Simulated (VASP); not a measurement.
# Pt (R-3m) in VASP: further runs

Aim: see how the results for Pt move with the level of theory and the settings. Levels: PBEsol, PBE. Tasks: single point.

All numbers are computed with VASP 6.6.1; they aren't measurements. Logs are shortened: lines on timing, memory, paths and dates and some standing lists are left out, and cuts for length are marked.

**1. The cell of the first run**

The structure is trigonal, space group R-3m (No. 166). The conventional cell has a = 2.673 Å, b = 2.673 Å, c = 7.091 Å, α = 90.00°, β = 90.00°, γ = 120.00°. Pt (site symmetry -3m) has 12 Pt at 2.67 to 2.82 Å within 3.5 Å.

**2. Single point, PBEsol**

Input file INCAR:

```
PREC     = Accurate       # precision mode
ENCUT    = 500            # plane-wave cutoff, eV
EDIFF    = 1E-6           # SCF threshold, eV
ISMEAR   = 0              # smearing method
SIGMA    = 0.1            # smearing width, eV
LREAL    = F              # projectors in reciprocal space
LASPH    = T              # aspherical terms in the spheres
NELM     = 120            # most SCF steps
ALGO     = Normal         # electronic algorithm
ISIF     = 2              # what is computed and relaxed
LWAVE    = F              # write WAVECAR
LCHARG   = F              # write CHGCAR
GGA      = PS             # functional
NBANDS   = 11             # bands
GGA_COMPAT= F
```

Input file KPOINTS:

```
regular mesh
0
Gamma
  15 15 15
```

Input file POSCAR:

```
Pt
1.0
    2.6728587958      0.0000000000      0.0000000000
   -1.3364293979      2.3147636179      0.0000000000
    1.3364293979      0.7715878726      2.3636501026
Pt
1
Direct
    0.0000000000      0.0000000000      0.0000000000
```

Potentials or basis: VASP PAW PBE potentials, release 64 (Pt).

The run is started by

```
> cat potpaw_PBE.64/Pt/POTCAR > POTCAR
> mpirun -np 1 vasp_std > vasp.out
```

OUTCAR:

```text
PREC = Accurate
   ENCUT = 500
   EDIFF = 1E-6
   ISMEAR = 0
   LREAL = F
   LASPH = T
   NELM = 120
   ISIF = 2
   GGA = PS

 ion  position               nearest neighbor table
   1  0.000  0.000  0.000-

  LATTYP: Found a trigonal (rhomboedric) cell.
 ALAT       =     2.8228059070
 COS(alpha) =     0.5517090192

  Lattice vectors:

 A1 = (   0.0000000000,  -1.5431757453,   2.3636501026)
 A2 = (   1.3364293979,   0.7715878726,   2.3636501026)
 A3 = (  -1.3364293979,   0.7715878726,   2.3636501026)

Analysis of symmetry for initial positions (statically):
=====================================================================
 Subroutine PRICEL returns:
 Original cell was already a primitive cell.

 Routine SETGRP: Setting up the symmetry group for a
 trigonal (rhombohedral) supercell.

 Subroutine GETGRP returns: Found 12 space group operations
 (whereof 12 operations were pure point group operations)
 out of a pool of 12 trial point group operations.

The static configuration has the point symmetry D_3d.

Analysis of symmetry for dynamics (positions and initial velocities):
=====================================================================
 Subroutine PRICEL returns:
 Original cell was already a primitive cell.

 Routine SETGRP: Setting up the symmetry group for a
 trigonal (rhombohedral) supercell.

 Subroutine GETGRP returns: Found 12 space group operations
 (whereof 12 operations were pure point group operations)
 out of a pool of 12 trial point group operations.

The dynamic configuration has the point symmetry D_3d.

 Subroutine INISYM returns: Found 12 space group operations
 (whereof 12 operations are pure point group operations),
 and found     1 'primitive' translations

----------------------------------------------------------------------------------------

                                     Primitive cell

  volume of cell :      14.6240

  direct lattice vectors                    reciprocal lattice vectors
     2.672858796  0.000000000  0.000000000     0.374131249  0.216004777 -0.282049643
    -1.336429398  2.314763618  0.000000000     0.000000000  0.432009555 -0.141024821
     1.336429398  0.771587873  2.363650103     0.000000000  0.000000000  0.423074464

  length of vectors
     2.672858796  2.672858796  2.822805907     0.515930476  0.454444997  0.423074464

  position of ions in fractional coordinates (direct lattice)
     0.000000000  0.000000000  0.000000000

  ion indices of the primitive-cell ions
   primitive index   ion index
                 1           1

----------------------------------------------------------------------------------------

 KPOINTS: regular mesh

Automatic generation of k-mesh.
 Grid dimensions read from file:
 generate k-points for:   15   15   15

 Generating k-lattice:

  Cartesian coordinates                     Fractional coordinates (reciprocal lattice)
     0.024942083  0.014400318 -0.018803310     0.066666667  0.000000000  0.000000000
     0.000000000  0.028800637 -0.009401655     0.000000000  0.066666667  0.000000000
     0.000000000  0.000000000  0.028204964     0.000000000  0.000000000  0.066666667

  Length of vectors
     0.034395365  0.030296333  0.028204964

  Shift w.r.t. Gamma in fractional coordinates (k-lattice)
     0.000000000  0.000000000  0.000000000

 Subroutine IBZKPT returns following result:
 ===========================================

 Found    344 irreducible k-points:

 Following reciprocal coordinates:
            Coordinates               Weight
  0.000000  0.000000  0.000000      1.000000
  0.066667  0.000000 -0.000000      6.000000
  0.133333  0.000000 -0.000000      6.000000
  0.200000  0.000000 -0.000000      6.000000
  0.266667  0.000000 -0.000000      6.000000
  0.333333 -0.000000 -0.000000      6.000000
[... 16 lines left out ...]
  0.400000  0.133333 -0.000000     12.000000
 -0.066667  0.133333  0.000000      6.000000
 [... further k-points ...]
   k-points           NKPTS =    344   k-points in BZ     NKDIM =    344   number of bands    NBANDS=     11
   number of dos      NEDOS =    301   number of ions     NIONS =      1
   total plane-waves  NPLWV =   9600
   dimension x,y,z NGX =    20 NGY =   20 NGZ =   24
   dimension x,y,z NGXF=    40 NGYF=   40 NGZF=   48
   ions per type =               1
   NGX,Y,Z   is equivalent  to a cutoff of  12.44, 12.44, 14.13 a.u.
   NGXF,Y,Z  is equivalent  to a cutoff of  24.88, 24.88, 28.27 a.u.
 SYSTEM =  unknown system
   PREC   = accura    normal or accurate (medium, high low for compatibility)
   ISTART =      0    job   : 0-new  1-cont  2-samecut
   ICHARG =      2    charge: 1-file 2-atom 10-const
   ISPIN  =      1    spin polarized calculation?
   LNONCOLLINEAR =      F non collinear calculations
   LSORBIT =      F    spin-orbit coupling
   LASPH  =      T    aspherical Exc in radial PAW
   ENCUT  =  500.0 eV  36.75 Ry    6.06 a.u.   4.87  4.87  5.15*2*pi/ulx,y,z
   NELM   =    120;   NELMIN=  2; NELMDL= -5     # of ELM steps
   EDIFF  = 0.1E-05   stopping-criterion for ELM
   LREAL  =      F    real-space projection
   EDIFFG = 0.1E-04   stopping-criterion for IOM
   NSW    =      0    number of steps for IOM
   IBRION =     -1    ionic relax: 0-MD 1-quasi-New 2-CG
   NFREE  =      0    steps in history (QN), initial steepest desc. (CG)
   ISIF   =      2    stress and relaxation
   ISYM   =      2    0-nonsym 1-usesym 2-fastsym
   POTIM  = 0.5000    time-step for ionic-motion
   TEBEG  =    0.0;   TEEND  =   0.0 temperature during run
   PSTRESS=    0.0 pullay stress
   NELECT =      10.0000    total number of electrons
   NUPDOWN=      -1.0000    fix difference up-down
   EMIN   =  10.00;   EMAX   =-10.00  energy-range for DOS
   EFERMI =   0.00;   METHOD = LEGACY
   ISMEAR =     0;   SIGMA  =   0.10  broadening in eV -4-tet -1-fermi 0-gaus
   EFERMI_NEDOS =   21; number of points for ismear=-14 and -15
   IALGO  =     38    algorithm
   IMIX   =      4    mixing-type and parameters
     AMIX     =   0.40;   BMIX     =  1.00
     AMIX_MAG =   1.60;   BMIX_MAG =  1.00
  volume/ion in A,a.u.               =      14.62        98.69
  Fermi-wavevector in a.u.,A,eV,Ry     =   1.442291  2.725535 28.302883  2.080203
  Thomas-Fermi vector in A             =   2.560828
   LORBIT       =      0    0 simple, 1 ext, 2 COOP (PROOUT), +10 PAW based schemes
   GGA     = PS    functional components
   LHFCALC =     F    Hartree Fock is set to
   AEXX    =    0.0000 exact exchange contribution
   IVDW    =     0    specifies the selected vdW correction
   LEPSILON=     F    determine dielectric tensor
   LRPA    =     F    only Hartree local field effects (RPA)
 non-spin polarized calculation
 Gauss-broadening in eV      SIGMA  =   0.10
  energy-cutoff  :      500.00
  volume of cell :       14.62
 maximum number of plane-waves:       381
   NGX =  9   NGY =  9   NGZ = 11

 number of electron      10.0000000 magnetization

 Free energy of the ion-electron system (eV)
  ---------------------------------------------------
  ext. energy  EPLUGINS =         0.00000000
  ---------------------------------------------------
  free energy    TOTEN  =        -6.91845055 eV

  energy without entropy =       -6.91116149  energy(sigma->0) =       -6.91480602

 E-fermi :  11.6864     XC(G=0): -13.8033

 val. band max:       11.6827744054   @ k =   0.2000   0.2667  -0.0000
 cond. band min:      11.6931029097   @ k =  -0.2000   0.0000   0.2667
 fundamental gap:      0.0103285043
 Fermi energy:        11.6863571131

 k-point     1 :       0.0000    0.0000    0.0000
  band No.  band energies     occupation
      1       1.0452      2.00000
      2       7.0525      2.00000
      3       7.8922      2.00000
      4       7.8922      2.00000
      5      10.1280      2.00000
      6      10.1280      2.00000
      7      26.0552      0.00000
      8      29.8394      0.00000
      9      32.3155      0.00000
     10      32.3155      0.00000
     11      36.8043      0.00000

 k-point     2 :       0.0667    0.0000   -0.0000
  band No.  band energies     occupation
      1       1.2927      2.00000
      2       7.0938      2.00000
      3       7.8190      2.00000
      4       8.0236      2.00000
      5       9.9322      2.00000
      6      10.1848      2.00000
      7      26.4369      0.00000
      8      29.8084      0.00000
      9      31.6892      0.00000
     10      32.3942      0.00000
     11      38.2827      0.00000

 k-point     3 :       0.1333    0.0000   -0.0000
  band No.  band energies     occupation
      1       2.0051      2.00000
      2       6.9380      2.00000
      3       7.9228      2.00000
      4       8.4115      2.00000
      5       9.4286      2.00000
      6      10.3490      2.00000
      7      27.4638      0.00000
      8      29.6216      0.00000
      9      30.9427      0.00000
     10      32.3729      0.00000
     11      38.4659      0.00000

 k-point     4 :       0.2000    0.0000   -0.0000
  band No.  band energies     occupation
      1       3.0584      2.00000
      2       6.4356      2.00000
      3       8.3690      2.00000
      4       8.9512      2.00000
      5       9.0345      2.00000
      6      10.6025      2.00000
      7      28.4808      0.00000
      8      29.6156      0.00000
      9      30.1938      0.00000
     10      31.4622      0.00000
     11      36.2819      0.00000
[... 239 lines left out ...]
 k-point    22 :       0.3333    0.1333   -0.0000
  band No.  band energies     occupation
      1       4.8302      2.00000
      2       5.2437      2.00000
      3       9.3273      2.00000
      4      10.4492      2.00000
      5      11.8658      0.01116
      6      13.8581      0.00000
      7      22.0467      0.00000
      8      24.3886      0.00000
      9      25.3066      0.00000
     10      31.9778      0.00000
     11      36.2192      0.00000

 k-point    23 :       0.4000    0.1333   -0.0000
  band No.  band energies     occupation
      1       4.6482      2.00000
      2       5.0640      2.00000
      3      10.0985      2.00000
      4      11.0074      2.00000
      5      11.9770      0.00004
      6      15.5357      0.00000
      7      20.3208      0.00000
      8      23.4285      0.00000
      9      23.6375      0.00000
     10      32.4834      0.00000
     11      36.7565      0.00000

 k-point    24 :      -0.0667    0.1333    0.0000
  band No.  band energies     occupation
      1       1.5683      2.00000
      2       7.2867      2.00000
      3       7.5927      2.00000
      4       8.2302      2.00000
      5       9.7969      2.00000
      6      10.0740      2.00000
      7      26.9383      0.00000
      8      30.1929      0.00000
      9      30.6016      0.00000
     10      32.8306      0.00000
     11      38.7582      0.00000

 [... further k-points ...]

------------------------ aborting loop because EDIFF is reached ----------------------------------------

  FORCE on cell =-STRESS in cart. coord.  units (eV):
  Direction    XX          YY          ZZ          XY          YZ          ZX
  --------------------------------------------------------------------------------------
  -------------------------------------------------------------------------------------
  Total        1.4524340      1.4524340     -0.0500500      0.0000000      0.0000000      0.0000000
  in kB      159.1259920    159.1259920     -5.4833896      0.0000000      0.0000000      0.0000000
  external PRESSURE =     104.2561982 kB  Pullay stress =       0.0000000 kB

 VOLUME and BASIS-vectors are now :
 -----------------------------------------------------------------------------
  energy-cutoff  :      500.00
  volume of cell :       14.62
      direct lattice vectors                 reciprocal lattice vectors
     2.672858796  0.000000000  0.000000000     0.374131249  0.216004777 -0.282049643
    -1.336429398  2.314763618  0.000000000     0.000000000  0.432009555 -0.141024821
     1.336429398  0.771587873  2.363650103     0.000000000  0.000000000  0.423074464

 POSITION                                       TOTAL-FORCE (eV/Angst)
 -----------------------------------------------------------------------------------
      0.00000      0.00000      0.00000        -0.000000     -0.000000      0.000000
 -----------------------------------------------------------------------------------
    total drift:                               -0.000000      0.000000     -0.000000

  FREE ENERGIE OF THE ION-ELECTRON SYSTEM (eV)
  ---------------------------------------------------
  free  energy   TOTEN  =        -6.9184505528 eV

  energy  without entropy=       -6.9111614907  energy(sigma->0) =       -6.91480602
```

Wall time 28 s (1 thread of Intel Xeon 6975P-C, shared host); peak memory 0.18 GiB.

Results:

| Item | Value |
| --- | --- |
| Free energy | -6.9185 eV |
| Pressure | 10.4 GPa |
| Band gap on the k mesh | zero (band 5 reaches 12.29 eV, above the bottom of band 6 at 9.88 eV) |

Caveat: the PAW data sets were made with another functional, which shifts forces and pressure a little; spin-orbit coupling is left out, which moves the levels of the heavy elements.

**3. Single point, PBE**

This run uses another cell than the first one, of 15.08 Å³/atom, 1.031 times its volume.

Input file INCAR:

```
PREC = Accurate ; ENCUT = 500
EDIFF = 1E-6 ; ISMEAR = 0
SIGMA = 0.1 ; LREAL = F
LASPH = T ; NELM = 120
ALGO = Normal ; ISIF = 2
LWAVE = F ; LCHARG = F
GGA = PE ; NBANDS = 11
GGA_COMPAT = F
```

Input file KPOINTS:

```
Automatic mesh
0
Gamma
  15 15 15
```

POSCAR: that of step 2 with these lines changed.

```diff
@@ -4,3 +4,3 @@
    -1.3364293979      2.3147636179      0.0000000000
-    1.3364293979      0.7715878726      2.3636501026
+    1.3364293979      0.7715878726      2.4376527533
 Pt
```

Potentials or basis: VASP PAW PBE potentials, release 64 (Pt).

The run is started by

```
> cat potpaw_PBE.64/Pt/POTCAR > POTCAR
> mpirun -np 1 vasp_std > vasp.out
```

Run time: 28 s. Hardware: 1 thread of Intel Xeon 6975P-C, shared host; peak memory 0.18 GiB.

The run converged. Its results:

```yaml
Free_energy: -6.0176 eV
Pressure: 13.4 GPa
Band_gap_on_the_k_mesh: zero (band 5 reaches 11.91 eV, above the bottom of band 6 at 9.55 eV)
```

Stress tensor (GPa, compression positive):
```
20.37  0.00  0.00
 0.00 20.37  0.00
 0.00  0.00 -0.58
```

Levels at points of the mesh, in eV from the Fermi level:
```tsv
k point	band 2	band 3	band 4	band 5	band 6	band 7	band 8	band 9
(0.00, 0.00, 0.00)	-4.59	-3.57	-3.57	-1.36	-1.36	14.27	17.72	20.99
```

Caveat: spin-orbit coupling is left out, which moves the levels of the heavy elements.

**4. Single point, PBEsol, collinear spin, zero start**

Input file INCAR:

```
  ALGO = Normal
  EDIFF = 1E-6
  ENCUT = 500
  GGA = PS
  GGA_COMPAT = False
  ISIF = 2
  ISMEAR = 0
  ISPIN = 2
  LASPH = True
  LCHARG = True
  LELF = True
  LMAXMIX = 4
  LORBIT = 11
  LREAL = False
  LVHAR = True
  LWAVE = False
  MAGMOM = 0
  NBANDS = 15
  NELM = 200
  PREC = Accurate
  SIGMA = 0.1
```

Input file KPOINTS:

```
k-points
0
Gamma
  15 15 15
```

POSCAR: that of step 3 with these lines changed.

```diff
@@ -4,3 +4,3 @@
    -1.3364293979      2.3147636179      0.0000000000
-    1.3364293979      0.7715878726      2.4376527533
+    1.3364293979      0.7715878726      2.3636501026
 Pt
```

The run is started by

```
> cat potpaw_PBE.64/Pt/POTCAR > POTCAR
> mpirun -np 1 vasp_std > vasp.out
```

It took 76 s on 1 thread of Intel Xeon 6975P-C, shared host; peak memory 0.22 GiB.

The run converged. Its results:

```yaml
Free_energy: -6.9185 eV
Pressure: 10.4 GPa
Band_gap_on_the_k_mesh: zero (filled and empty bands overlap)
Net_moment: 0.00 μB per cell
Valence_electrons_inside_the_program's_atomic_spheres: Pt 9.39
```

Stress tensor (GPa, compression positive):
```
15.92  0.00  0.00
 0.00 15.92  0.00
 0.00  0.00 -0.55
```

Levels at points of the mesh, in eV from the Fermi level:
Spin up:
```
           k point  band 1  band 2  band 3  band 4  band 5  band 6  band 7  band 8  band 9  band 10
(0.00, 0.00, 0.00)  -10.64   -4.63   -3.79   -3.79   -1.56   -1.56   14.37   18.15   20.63    20.63
```
Spin down:
```csv
k point,band 1,band 2,band 3,band 4,band 5,band 6,band 7,band 8,band 9,band 10
"(0.00, 0.00, 0.00)",-10.64,-4.63,-3.79,-3.79,-1.56,-1.56,14.37,18.15,20.63,20.63
```

Caveat: the PAW data sets were made with another functional, which shifts forces and pressure a little; spin-orbit coupling is left out, which moves the levels of the heavy elements.

**5. Overview**

| level | spin | cell | gap on the mesh (eV) | pressure (GPa) |
| --- | --- | --- | --- | --- |
| PBEsol | off | a = 2.673, b = 2.673, c = 2.823 Å, angles 90.0, 61.7, 120.0°, 1 atom | none | 10.4 |
| PBE | off | a = 2.673, b = 2.673, c = 2.885 Å, angles 90.0, 62.4, 120.0°, 1 atom | none | 13.4 |
| PBEsol | collinear, zero start | a = 2.673, b = 2.673, c = 2.823 Å, angles 90.0, 61.7, 120.0°, 1 atom | none | 10.4 |

Alike in all rows: task single point; potentials or basis VASP PAW PBE potentials, release 64 (Pt); k mesh 15 × 15 × 15; cutoff (eV) 500; smearing gaussian 0.1 eV.

Caveats: spin-orbit coupling is left out, which moves the levels of the heavy elements; the PAW data sets were made with another functional, which shifts forces and pressure a little (some runs).

Absolute energies hang on the potentials; compare differences alone.
